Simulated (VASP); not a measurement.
# PbF2 (Fluorocronite) (Fm-3m) in VASP: further runs, part 2 of 2

VASP 6.6.1. Earlier steps stand in the parts before.

### 3 Relaxation of cell and atoms, revPBE

INCAR reads:

```
ALGO     = Normal         # electronic algorithm
EDIFF    = 1E-7           # SCF threshold, eV
EDIFFG   = -0.01          # ionic threshold
ENCUT    = 600            # plane-wave cutoff, eV
GGA      = RE             # functional
GGA_COMPAT= F            
IBRION   = 2              # ionic algorithm
ISIF     = 3              # what is computed and relaxed
ISMEAR   = -1             # smearing method
LASPH    = T              # aspherical terms in the spheres
LCHARG   = F              # write CHGCAR
LREAL    = F              # projectors in reciprocal space
LWAVE    = F              # write WAVECAR
NELM     = 120            # most SCF steps
NELMIN   = 4            
NSW      = 60             # ionic steps
PREC     = Accurate       # precision mode
SIGMA    = 0.05           # smearing width, eV
```

KPOINTS reads:

```
k-points
0
Gamma
  8 8 8
```

POSCAR reads:

```
PbF2
1.0
    0.0000000000      2.9636600000      2.9636600000
    2.9636600000      0.0000000000      2.9636600000
    2.9636600000      2.9636600000      0.0000000000
Pb F
1 2
Direct
    0.0000000000      0.0000000000      0.0000000000
    0.7500000000      0.7500000000      0.7500000000
    0.2500000000      0.2500000000      0.2500000000
```

Potentials or basis: VASP PAW PBE potentials, release 64 (Pb_d, F).

On the command line:

```
$ cat potpaw_PBE.64/Pb_d/POTCAR potpaw_PBE.64/F/POTCAR > POTCAR
$ mpirun -np 1 vasp_std > vasp.out
```

OUTCAR:

```text
EDIFF = 1E-7
   EDIFFG = -0.01
   ENCUT = 600
   GGA = RE
   IBRION = 2
   ISIF = 3
   ISMEAR = -1
   LASPH = T
   LREAL = F
   NELM = 120
   NELMIN = 4
   NSW = 60
   PREC = Accurate

 ion  position               nearest neighbor table
   1  0.000  0.000  0.000-   2 2.57   2 2.57   2 2.57   3 2.57   3 2.57   3 2.57   3 2.57   2 2.57

   2  0.750  0.750  0.750-   1 2.57   1 2.57   1 2.57   1 2.57
   3  0.250  0.250  0.250-   1 2.57   1 2.57   1 2.57   1 2.57

  LATTYP: Found a face centered cubic cell.
 ALAT       =     5.9273200000

  Lattice vectors:

 A1 = (   0.0000000000,   2.9636600000,   2.9636600000)
 A2 = (   2.9636600000,   0.0000000000,   2.9636600000)
 A3 = (   2.9636600000,   2.9636600000,   0.0000000000)

Analysis of symmetry for initial positions (statically):
=====================================================================
 Subroutine PRICEL returns:
[... 252 lines left out ...]
  ext. energy  EPLUGINS =         0.00000000
  ---------------------------------------------------
  free energy    TOTEN  =       -13.56605943 eV

  energy without entropy =      -13.56605943  energy(sigma->0) =      -13.56605943

 E-fermi :   2.3510     XC(G=0):  -8.7666

 val. band max:        1.2345377185   @ k =   0.5000   0.0000   0.0000
 cond. band min:       5.7418342577   @ k =   0.5000   0.5000   0.0000
 fundamental gap:      4.5072965392
 Fermi energy:         2.3509862901

 k-point     1 :       0.0000    0.0000    0.0000
  band No.  band energies     occupation
      1     -19.4178      2.00000
      2     -18.9221      2.00000
      3     -13.2391      2.00000
      4     -13.2391      2.00000
      5     -13.2391      2.00000
      6     -13.2141      2.00000
[... 481 lines left out ...]
      5     -13.1872      2.00000
      6     -13.1610      2.00000
[... 10 lines left out ...]
     17       8.7938      0.00000
     18      12.4546      0.00000

 [... further k-points ...]
[... 5 lines left out ...]
  --------------------------------------------------------------------------------------
  -------------------------------------------------------------------------------------
  Total        0.0027489      0.0027489      0.0027489      0.0000000      0.0000000     -0.0000000
  in kB        0.0789200      0.0789200      0.0789200      0.0000000      0.0000000     -0.0000000
  external PRESSURE =       0.0789200 kB  Pullay stress =       0.0000000 kB
[... 18 lines left out ...]
  FREE ENERGIE OF THE ION-ELECTRON SYSTEM (eV)
  ---------------------------------------------------
  free  energy   TOTEN  =       -13.5660594294 eV

  energy  without entropy=      -13.5660594293  energy(sigma->0) =      -13.56605943

 reached required accuracy - stopping structural energy minimisation
```

OSZICAR:

```text
N       E                     dE             d eps       ncg     rms          rms(c)
DAV:   1     0.323755832137E+03    0.32376E+03   -0.16393E+04  1044   0.196E+03
DAV:   2     0.132624802513E+02   -0.31049E+03   -0.30044E+03  1204   0.486E+02
DAV:   3    -0.145323576208E+02   -0.27795E+02   -0.27509E+02  1174   0.159E+02
[... 28 lines left out ...]
DAV:   3    -0.135661787106E+02    0.84737E-03   -0.25705E-03  1324   0.780E-01    0.699E-02
DAV:   4    -0.135660524310E+02    0.12628E-03   -0.77488E-04  1218   0.412E-01    0.235E-02
DAV:   5    -0.135660658621E+02   -0.13431E-04   -0.11192E-04  1068   0.131E-01    0.158E-02
DAV:   6    -0.135660594242E+02    0.64378E-05   -0.31647E-05  1328   0.721E-02    0.279E-03
DAV:   7    -0.135660594312E+02   -0.69313E-08   -0.19909E-06  1150   0.128E-02    0.412E-04
DAV:   8    -0.135660594294E+02    0.17303E-08   -0.51103E-08   624   0.205E-03
   3 F= -.13566059E+02 E0= -.13566059E+02  d E =-.530711E-01
```

Wall time 2.6 min (1 thread of AMD EPYC 7R43 (Zen 3), shared host); peak memory 0.18 GiB.

What came out:

```
Free energy                            : -13.5661 eV
Relaxed volume                         : 18.60 Å³/atom
Relaxed cell                           : a = 4.289 Å, b = 4.289 Å, c = 4.289 Å, α = 60.00°, β = 60.00°, γ = 60.00°
Space group after relaxing (to 0.05 Å) : Fm-3m (No. 225)
Energy gained by relaxing              : 17.7 meV/atom
Ionic steps                            : 3
Pressure after relaxing                : 0.0 GPa
Band gap on the k mesh                 : 4.51 eV, indirect (least direct gap 4.65 eV)
```

Step by step:
```
step  energy change (eV)  largest force (eV/Å)  pressure (GPa)  volume (Å³)
   1              0.0000                0.0000            4.85        52.06
   2             -0.0528                0.0000           -0.32        56.12
   3             -0.0531                0.0000            0.01        55.81
```

Final structure:
```
Pb F
1.0
     0.00000    3.03308    3.03308
     3.03308    0.00000    3.03308
     3.03308    3.03308    0.00000
Pb F
1 2
Direct
  0.00000 0.00000 0.00000
  0.75000 0.75000 0.75000
  0.25000 0.25000 0.25000
```

Levels at points of the mesh, in eV from the valence-band top:
```tsv
k point	band 10	band 11	band 12	band 13	band 14	band 15	band 16	band 17	band 18
(0.00, 0.00, 0.00)	-2.04	-2.04	-1.57	-1.57	-1.57	6.76	6.76	6.76	10.76
(0.50, 0.00, 0.00)	-2.19	-2.19	-1.73	-1.73	0.00	5.14	7.49	7.49	13.40
(0.50, 0.50, 0.00)	-2.98	-1.20	-1.20	-1.19	-0.14	4.51	7.70	7.70	9.41
```

Caveat: the PAW data sets were made with another functional, which shifts forces and pressure a little; spin-orbit coupling is left out, which moves the levels of the heavy elements.

### 4 Single point, PBEsol, non-collinear spin, zero start, spin-orbit coupling

INCAR reads:

```
ALGO = Normal ; EDIFF = 1E-6
ENCUT = 600 ; GGA = PS
GGA_COMPAT = F ; ISIF = 2
ISMEAR = -1 ; LASPH = T
LCHARG = F ; LORBIT = 11
LORBMOM = T ; LREAL = F
LSORBIT = T ; LWAVE = F
MAGMOM = 0 0 0 0 0 0 0 0 0 ; NBANDS = 41
NELM = 200 ; PREC = Accurate
SIGMA = 0.05
```

KPOINTS reads:

```
k-points
0
Gamma
  6 6 6
```

POSCAR is that of step 3.

Potentials or basis: VASP PAW PBE potentials, release 64 (Pb_d, F).

On the command line:

```
$ cat potpaw_PBE.64/Pb_d/POTCAR potpaw_PBE.64/F/POTCAR > POTCAR
$ mpirun -np 1 vasp_ncl > vasp.out
```

OUTCAR:

```text
EDIFF = 1E-6
   ENCUT = 600
   GGA = PS
   ISIF = 2
   ISMEAR = -1
   LASPH = T
   LORBIT = 11
   LREAL = F
   LSORBIT = T
   NELM = 200
   PREC = Accurate

 ion  position               nearest neighbor table
   1  0.000  0.000  0.000-   2 2.57   2 2.57   2 2.57   3 2.57   3 2.57   3 2.57   3 2.57   2 2.57

   2  0.750  0.750  0.750-   1 2.57   1 2.57   1 2.57   1 2.57
   3  0.250  0.250  0.250-   1 2.57   1 2.57   1 2.57   1 2.57

  LATTYP: Found a face centered cubic cell.
 ALAT       =     5.9273200000

  Lattice vectors:

 A1 = (   0.0000000000,   2.9636600000,   2.9636600000)
 A2 = (   2.9636600000,   0.0000000000,   2.9636600000)
 A3 = (   2.9636600000,   2.9636600000,   0.0000000000)

Analysis of symmetry for initial positions (statically):
=====================================================================
 Subroutine PRICEL returns:
 Original cell was already a primitive cell.

 Routine SETGRP: Setting up the symmetry group for a
 face centered cubic supercell.

 Subroutine GETGRP returns: Found 48 space group operations
 (whereof 48 operations were pure point group operations)
 out of a pool of 48 trial point group operations.

The static configuration has the point symmetry O_h .

Analysis of symmetry for dynamics (positions and initial velocities):
=====================================================================
 Subroutine PRICEL returns:
 Original cell was already a primitive cell.

 Routine SETGRP: Setting up the symmetry group for a
 face centered cubic supercell.

 Subroutine GETGRP returns: Found 48 space group operations
 (whereof 48 operations were pure point group operations)
 out of a pool of 48 trial point group operations.

The dynamic configuration has the point symmetry O_h .

Analysis of structural, dynamic, and magnetic symmetry:
=====================================================================
 Subroutine PRICEL returns:
 Original cell was already a primitive cell.

 Routine SETGRP: Setting up the symmetry group for a
 face centered cubic supercell.

[... 887 lines left out ...]
           -0.000   0.000  -0.000

 orbital moment (y)

 # of ion     p       d       tot
 ----------------------------------------
  1         0.000  -0.000  -0.000
  2        -0.000   0.000  -0.000
  3        -0.000   0.000  -0.000
 ----------------------------------------
           -0.000  -0.000  -0.000

 orbital moment (z)

 # of ion     p       d       tot
 ----------------------------------------
  1         0.000  -0.000  -0.000
  2         0.000   0.000   0.000
  3         0.000   0.000   0.000
 ----------------------------------------
            0.000  -0.000  -0.000

 Spin-Orbit-Coupling matrix elements

 Ion:    1  E_soc:     -0.5654425
 l=   1
     0.0000000    -0.0287023    -0.0287023
    -0.0287023     0.0000000    -0.0287023
    -0.0287023    -0.0287023     0.0000000
 l=   2
     0.0000000    -0.0129797     0.0000000    -0.0129797    -0.0525585
    -0.0129797     0.0000000    -0.0394189    -0.0129797    -0.0131396
     0.0000000    -0.0394189     0.0000000    -0.0394189     0.0000000
    -0.0129797    -0.0129797    -0.0394189     0.0000000    -0.0131396
    -0.0525585    -0.0131396     0.0000000    -0.0131396     0.0000000
 l=   3
     0.0000000     0.0000000     0.0000000     0.0000000     0.0000000     0.0000000     0.0000000
     0.0000000     0.0000000     0.0000000     0.0000000     0.0000000     0.0000000     0.0000000
     0.0000000     0.0000000     0.0000000     0.0000000     0.0000000     0.0000000     0.0000000
     0.0000000     0.0000000     0.0000000     0.0000000     0.0000000     0.0000000     0.0000000
[... 29 lines left out ...]
 l=   2
     0.0000000     0.0000000     0.0000000     0.0000000     0.0000000
     0.0000000     0.0000000     0.0000000     0.0000000     0.0000000
     0.0000000     0.0000000     0.0000000     0.0000000     0.0000000
     0.0000000     0.0000000     0.0000000     0.0000000     0.0000000
     0.0000000     0.0000000     0.0000000     0.0000000     0.0000000
 l=   3
     0.0000000     0.0000000     0.0000000     0.0000000     0.0000000     0.0000000     0.0000000
     0.0000000     0.0000000     0.0000000     0.0000000     0.0000000     0.0000000     0.0000000
     0.0000000     0.0000000     0.0000000     0.0000000     0.0000000     0.0000000     0.0000000
     0.0000000     0.0000000     0.0000000     0.0000000     0.0000000     0.0000000     0.0000000
     0.0000000     0.0000000     0.0000000     0.0000000     0.0000000     0.0000000     0.0000000
     0.0000000     0.0000000     0.0000000     0.0000000     0.0000000     0.0000000     0.0000000
     0.0000000     0.0000000     0.0000000     0.0000000     0.0000000     0.0000000     0.0000000

 total charge

# of ion       s       p       d       tot
------------------------------------------
    1        1.538   0.300   9.866  11.705
    2        1.735   4.307   0.000   6.042
    3        1.735   4.307   0.000   6.042
--------------------------------------------------
tot          5.009   8.914   9.866  23.790

 magnetization (x)

# of ion       s       p       d       tot
------------------------------------------
    1        0.000   0.000   0.000   0.000
    2       -0.000   0.000   0.000   0.000
    3       -0.000   0.000   0.000   0.000
--------------------------------------------------
tot         -0.000   0.000   0.000   0.000

 magnetization (y)

# of ion       s       p       d       tot
------------------------------------------
    1        0.000   0.000   0.000   0.000
    2       -0.000   0.000   0.000  -0.000
    3       -0.000   0.000   0.000   0.000
--------------------------------------------------
tot         -0.000   0.000   0.000   0.000

 magnetization (z)

# of ion       s       p       d       tot
------------------------------------------
    1        0.000  -0.000   0.000  -0.000
    2       -0.000  -0.000   0.000  -0.000
    3       -0.000   0.000   0.000   0.000
--------------------------------------------------
tot         -0.000   0.000   0.000   0.000
```

OSZICAR:

```text
N       E                     dE             d eps       ncg     rms          rms(c)
DAV:   1     0.386726555641E+03    0.38673E+03   -0.14858E+04  1312   0.174E+03
DAV:   2     0.377352940744E+02   -0.34899E+03   -0.32286E+03  1408   0.492E+02
DAV:   3    -0.143257434081E+02   -0.52061E+02   -0.50754E+02  1499   0.204E+02
DAV:   4    -0.167274312225E+02   -0.24017E+01   -0.23948E+01  1604   0.466E+01
DAV:   5    -0.168089102476E+02   -0.81479E-01   -0.81462E-01  1743   0.862E+00    0.709E+00
DAV:   6    -0.152326279063E+02    0.15763E+01   -0.46071E+00  1949   0.222E+01    0.261E+00
DAV:   7    -0.152240105743E+02    0.86173E-02   -0.44932E-01  1470   0.431E+00    0.151E+00
DAV:   8    -0.152175345712E+02    0.64760E-02   -0.10667E-01  1444   0.358E+00    0.557E-01
DAV:   9    -0.152139120676E+02    0.36225E-02   -0.16406E-02  1864   0.118E+00    0.104E-01
DAV:  10    -0.152151197419E+02   -0.12077E-02   -0.12878E-03  1481   0.390E-01    0.702E-02
DAV:  11    -0.152152910180E+02   -0.17128E-03   -0.15189E-04  1484   0.979E-02    0.190E-02
DAV:  12    -0.152153018292E+02   -0.10811E-04   -0.21090E-05  1709   0.621E-02    0.881E-03
DAV:  13    -0.152153124077E+02   -0.10579E-04   -0.21542E-05  1460   0.438E-02    0.722E-03
DAV:  14    -0.152153115290E+02    0.87877E-06   -0.35001E-06  1791   0.279E-02
   1 F= -.15215312E+02 E0= -.15215312E+02  d E =-.640958E-10  mag=     0.0000    -0.0000    -0.0000
```

stdout:

```text
POSCAR found type information on POSCAR PbF
 POSCAR found :  2 types and       3 ions
 scaLAPACK will be used
 -----------------------------------------------------------------------------
|                                                                             |
|                                                                             |
|     You enforced a specific xc type in the INCAR file but a different       |
|     I HOPE YOU KNOW WHAT YOU ARE DOING!                                     |
|                                                                             |
 -----------------------------------------------------------------------------

 LDA part: xc-table for (Slater+PW92), standard interpolation
 POSCAR, INCAR and KPOINTS ok, starting setup
 FFT: planning ... GRIDC
 FFT: planning ... GRID_SOFT
 FFT: planning ... GRID
 WAVECAR not read
 entering main loop
```

Wall time 3.9 min (1 thread of AMD EPYC 7R43 (Zen 3), shared host); peak memory 0.35 GiB.

What came out:

* Free energy: -15.2153 eV
* Pressure: -1.4 GPa
* Net moment: 0.00 μB per cell
* Valence electrons inside the program's atomic spheres: Pb 11.71; F 6.04

Moments on the atoms (μB; x, y, z):
```
Pb  0.00 0.00 0.00
F   0.00 0.00 0.00
F   0.00 0.00 0.00
```

Caveat: the PAW data sets were made with another functional, which shifts forces and pressure a little.

### 5 Summary

| task | level | spin | cell | k mesh | cutoff (eV) | gap on the mesh (eV) | pressure (GPa) |
| --- | --- | --- | --- | --- | --- | --- | --- |
| single point | r2SCAN | off | as given | 8 × 8 × 8 | 660 | 4.94 | -0.4 |
| relaxation of cell and atoms | revPBE | off | relaxed | 8 × 8 × 8 | 600 | 4.51 | 0.0 |
| single point | PBEsol | non-collinear, zero start, SOC | as given | 6 × 6 × 6 | 600 | - | -1.4 |

Alike in all rows: potentials or basis VASP PAW PBE potentials, release 64 (Pb_d, F); smearing fermi-dirac 0.05 eV.

Caveats: the PAW data sets were made with another functional, which shifts forces and pressure a little; spin-orbit coupling is left out, which moves the levels of the heavy elements (some runs).

Total energies depend on the potentials used, so only differences within one code and one set of settings carry meaning.
